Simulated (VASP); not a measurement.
Write the native input for VASP 6.6.1 that does the following.

```
Task                   : relaxation of cell and atoms
Functional             : PBEsol
Potentials or basis    : VASP PAW PBE potentials, release 64 (Al, N)
Cutoff                 : 600 eV
k mesh                 : 8 × 8 × 6
Occupations            : gaussian, width 0.01 eV
Spin                   : no spin polarisation
Target pressure        : 7 GPa
Dipole correction      : no
Further INCAR settings : ALGO = Normal; EDIFF = 1e-06; IBRION = 2; EDIFFG = -0.002; NSW = 100; ISIF = 3
```

The structure of AlN lies in POSCAR:

```
AlN
1.0
    3.1138295412      0.0000000000      0.0000000000
   -1.5569147706      2.6966554857      0.0000000000
    0.0000000000      0.0000000000      4.9828520803
Al N
2 2
Direct
    0.3333333333      0.6666666667     -0.0010085627
    0.6666666667      0.3333333333      0.4989914373
    0.3333333333      0.6666666667      0.3810085627
    0.6666666667      0.3333333333      0.8810085627
```

The input as run:

INCAR

```
SYSTEM = AlN
PREC = Accurate
ENCUT = 600
EDIFF = 1E-6
ISMEAR = 0
SIGMA = 0.01
LREAL = .FALSE.
LASPH = .TRUE.
NELM = 60
ALGO = Normal
ISIF = 3
LWAVE = .FALSE.
LCHARG = .FALSE.
GGA = PS
IBRION = 2
NSW = 100
EDIFFG = -0.002
PSTRESS = 70.0
```

KPOINTS

```
regular mesh
0
G
  8 8 6
  0 0 0
```

Potentials or basis: VASP PAW PBE potentials, release 64 (Al, N).

Launch:

```sh
$ cat potpaw_PBE.64/Al/POTCAR potpaw_PBE.64/N/POTCAR > POTCAR
$ mpirun -np 1 vasp_std > vasp.out
```

It gave:

```json
{"Relaxed volume": "10.12 Å³/atom", "Relaxed cell": "a = 3.082 Å, b = 3.082 Å, c = 4.920 Å, α = 90.00°, β = 90.00°, γ = 120.00°", "Space group after relaxing (to 0.05 Å)": "P6_3mc (No. 186)", "Energy change on relaxing (the enthalpy is what falls)": "+7.1 meV/atom", "Ionic steps": "8", "Pressure after relaxing": "7.0 GPa", "Band gap on the k mesh": "4.39 eV, direct"}
```

Caveat: the cell is relaxed towards a set pressure, so the enthalpy falls and the energy may rise; the PAW data sets were made with another functional, which shifts forces and pressure a little.

Run time: 36 s on 1 thread of Intel(R) Xeon(R) 6975P-C (Granite Rapids) (shared host), peak memory 0.18 GiB.
